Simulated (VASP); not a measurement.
# Mo (Fd-3m) in VASP: further runs, part 2 of 2

VASP 6.6.1.

### Step 4. Single point, PBEsol (volume scaled by 0.92)

Input file INCAR:

```
PREC = Accurate ; ENCUT = 520
EDIFF = 1E-7 ; ISMEAR = -1
SIGMA = 0.1 ; LREAL = False
LASPH = True ; NELM = 80
ALGO = Normal ; ISIF = 2
LWAVE = False ; LCHARG = False
GGA = PS ; NBANDS = 21
```

Input file KPOINTS:

```
regular mesh
0
Gamma
  11 11 11
```

Input file POSCAR:

```
Mo
1.0
    0.0000000000      2.7294156111      2.7294156111
    2.7294156111      0.0000000000      2.7294156111
    2.7294156111      2.7294156111      0.0000000000
Mo
2
Direct
    0.1250000000      0.1250000000      0.1250000000
    0.8750000000      0.8750000000      0.8750000000
```

Potentials or basis: VASP PAW PBE potentials, release 64 (Mo_sv).

Run with:

```console
$ cat potpaw_PBE.64/Mo_sv/POTCAR > POTCAR
$ mpirun -np 1 vasp_std > vasp.out
```

OUTCAR:

```text
PREC = Accurate
   ENCUT = 520
   EDIFF = 1E-7
   ISMEAR = -1
   LREAL = False
   LASPH = True
   NELM = 80
   ISIF = 2
   GGA = PS

 ion  position               nearest neighbor table
   1  0.125  0.125  0.125-   2 2.36   2 2.36   2 2.36   2 2.36
   2  0.875  0.875  0.875-   1 2.36   1 2.36   1 2.36   1 2.36

  LATTYP: Found a face centered cubic cell.
 ALAT       =     5.4588312222

  Lattice vectors:

 A1 = (   0.0000000000,   2.7294156111,   2.7294156111)
 A2 = (   2.7294156111,   0.0000000000,   2.7294156111)
 A3 = (   2.7294156111,   2.7294156111,   0.0000000000)

Analysis of symmetry for initial positions (statically):
=====================================================================
 Subroutine PRICEL returns:
 Original cell was already a primitive cell.

 Routine SETGRP: Setting up the symmetry group for a
 face centered cubic supercell.

 Subroutine GETGRP returns: Found 48 space group operations
 (whereof 12 operations were pure point group operations)
 out of a pool of 48 trial point group operations.

[... 159 lines left out ...]
  ---------------------------------------------------
  free energy    TOTEN  =       -18.69729322 eV

  energy without entropy =      -18.62178373  energy(sigma->0) =      -18.65953847

 E-fermi :   8.2074     XC(G=0): -11.6370

 val. band max:        8.2066369433   @ k =   0.3636   0.1818   0.0909
 cond. band min:       8.2080269969   @ k =  -0.3636   0.4545   0.0909
 fundamental gap:      0.0013900536
 Fermi energy:         8.2074127811

 k-point     1 :       0.0000    0.0000    0.0000
  band No.  band energies     occupation
      1     -52.3271      2.00000
      2     -51.2947      2.00000
      3     -26.8347      2.00000
      4     -26.8347      2.00000
      5     -26.8347      2.00000
      6     -25.3319      2.00000
[... 565 lines left out ...]
     20      17.9483      0.00000
     21      18.1375      0.00000

 [... further k-points ...]

------------------------ aborting loop because EDIFF is reached ----------------------------------------

  FORCE on cell =-STRESS in cart. coord.  units (eV):
  Direction    XX          YY          ZZ          XY          YZ          ZX
  --------------------------------------------------------------------------------------
  -------------------------------------------------------------------------------------
  Total        3.1536316      3.1536316      3.1536316     -0.0000000     -0.0000000      0.0000000
  in kB      124.2460320    124.2460320    124.2460320     -0.0000000     -0.0000000      0.0000000
  external PRESSURE =     124.2460320 kB  Pullay stress =       0.0000000 kB

 VOLUME and BASIS-vectors are now :
 -----------------------------------------------------------------------------
  energy-cutoff  :      520.00
  volume of cell :       40.67
      direct lattice vectors                 reciprocal lattice vectors
     0.000000000  2.729415611  2.729415611    -0.183189397  0.183189397  0.183189397
     2.729415611  0.000000000  2.729415611     0.183189397 -0.183189397  0.183189397
     2.729415611  2.729415611  0.000000000     0.183189397  0.183189397 -0.183189397

 POSITION                                       TOTAL-FORCE (eV/Angst)
 -----------------------------------------------------------------------------------
      0.68235      0.68235      0.68235        -0.000000      0.000000     -0.000000
      4.77648      4.77648      4.77648         0.000000     -0.000000      0.000000
 -----------------------------------------------------------------------------------
    total drift:                               -0.000000      0.000000      0.000000

  FREE ENERGIE OF THE ION-ELECTRON SYSTEM (eV)
  ---------------------------------------------------
  free  energy   TOTEN  =       -18.6972932161 eV

  energy  without entropy=      -18.6217837305  energy(sigma->0) =      -18.65953847
```

OSZICAR:

```text
N       E                     dE             d eps       ncg     rms          rms(c)
DAV:   1     0.304059232746E+03    0.30406E+03   -0.17718E+04  2352   0.135E+03
DAV:   2    -0.126332233512E+02   -0.31669E+03   -0.30785E+03  2650   0.429E+02
DAV:   3    -0.189556727474E+02   -0.63224E+01   -0.62208E+01  2794   0.622E+01
DAV:   4    -0.190001669544E+02   -0.44494E-01   -0.44342E-01  2555   0.530E+00
DAV:   5    -0.190005810743E+02   -0.41412E-03   -0.41408E-03  2769   0.479E-01    0.190E+01
DAV:   6    -0.187570119977E+02    0.24357E+00   -0.43449E-01  2552   0.570E+00    0.864E+00
DAV:   7    -0.187016233466E+02    0.55389E-01   -0.10010E-01  2665   0.290E+00    0.142E+00
DAV:   8    -0.186972807950E+02    0.43426E-02   -0.10010E-02  2487   0.654E-01    0.935E-02
DAV:   9    -0.186972838388E+02   -0.30438E-05   -0.11932E-04  2720   0.849E-02    0.348E-02
DAV:  10    -0.186972936500E+02   -0.98112E-05   -0.97849E-06  2612   0.319E-02    0.101E-02
DAV:  11    -0.186972932333E+02    0.41674E-06   -0.29990E-07  2652   0.397E-03    0.339E-03
DAV:  12    -0.186972932161E+02    0.17225E-07   -0.88196E-08  1416   0.286E-03
   1 F= -.18697293E+02 E0= -.18659538E+02  d E =-.755095E-01
```

stdout:

```text
POSCAR found type information on POSCAR Mo
 POSCAR found :  1 types and       2 ions
 scaLAPACK will be used
 -----------------------------------------------------------------------------
|                                                                             |
|                                                                             |
|     You enforced a specific xc type in the INCAR file but a different       |
|     I HOPE YOU KNOW WHAT YOU ARE DOING!                                     |
|                                                                             |
 -----------------------------------------------------------------------------

 LDA part: xc-table for (Slater+PW92), standard interpolation
 POSCAR, INCAR and KPOINTS ok, starting setup
 FFT: planning ... GRIDC
 FFT: planning ... GRID_SOFT
 FFT: planning ... GRID
 WAVECAR not read
 entering main loop
```

Run time: 42 s. Hardware: 1 thread of Intel Xeon Platinum 8375C at 2.90GHz (Ice Lake), shared host; peak memory 0.18 GiB.

Results:

| Item | Value |
| --- | --- |
| Free energy | -18.6973 eV |
| Pressure | 12.4 GPa |
| Band gap on the k mesh | zero (band 14 reaches 8.48 eV, above the bottom of band 15 at 7.99 eV) |

Caveat: the PAW data sets were made with another functional, which shifts forces and pressure a little.

### Step 5. Single point, PBEsol (volume scaled by 0.96)

Input file INCAR:

```
ALGO = Normal
EDIFF = 1E-6
ENCUT = 520
GGA = PS
ISIF = 2
ISMEAR = -1
LASPH = T
LCHARG = F
LREAL = F
LWAVE = F
NBANDS = 21
NELM = 60
PREC = Accurate
SIGMA = 0.1
```

Input file KPOINTS:

```
k-points
0
Gamma
  11 11 11
```

Input file POSCAR:

```
Mo
1.0
    0.0000000000      2.7684125314      2.7684125314
    2.7684125314      0.0000000000      2.7684125314
    2.7684125314      2.7684125314      0.0000000000
Mo
2
Direct
    0.1250000000      0.1250000000      0.1250000000
    0.8750000000      0.8750000000      0.8750000000
```

Run with:

```console
$ cat potpaw_PBE.64/Mo_sv/POTCAR > POTCAR
$ mpirun -np 1 vasp_std > vasp.out
```

It took 38 s on 1 thread of Intel Xeon Platinum 8375C at 2.90GHz (Ice Lake), shared host; peak memory 0.19 GiB.

Results (log left out):

```
Free energy            : -18.7977 eV
Pressure               : 5.8 GPa
Band gap on the k mesh : zero (band 14 reaches 7.89 eV, above the bottom of band 15 at 7.46 eV)
```

Levels at points of the mesh, in eV from the Fermi level:
```
           k point  band 12  band 13  band 14  band 15  band 16  band 17
(0.00, 0.00, 0.00)    -1.44    -1.44    -1.44     1.40     1.40     1.40
```

Caveat: the PAW data sets were made with another functional, which shifts forces and pressure a little.

### Step 6. Overview

| cell | k mesh | gap on the mesh (eV) | pressure (GPa) |
| --- | --- | --- | --- |
| a = 3.969 Å, angles 60.0°, 2 atoms | 10 × 10 × 10 | none | 0.5 |
| a = 3.803 Å, angles 60.0°, 2 atoms | 11 × 11 × 11 | none | 20.5 |
| a = 3.860 Å, angles 60.0°, 2 atoms | 11 × 11 × 11 | none | 12.4 |
| a = 3.915 Å, angles 60.0°, 2 atoms | 11 × 11 × 11 | none | 5.8 |

Alike in all rows: task single point; level PBEsol; potentials or basis VASP PAW PBE potentials, release 64 (Mo_sv); no spin polarisation; cutoff (eV) 520; smearing fermi-dirac 0.1 eV.

Caveats: the PAW data sets were made with another functional, which shifts forces and pressure a little.

Total energies depend on the potentials used, so only differences within one code and one set of settings carry meaning.
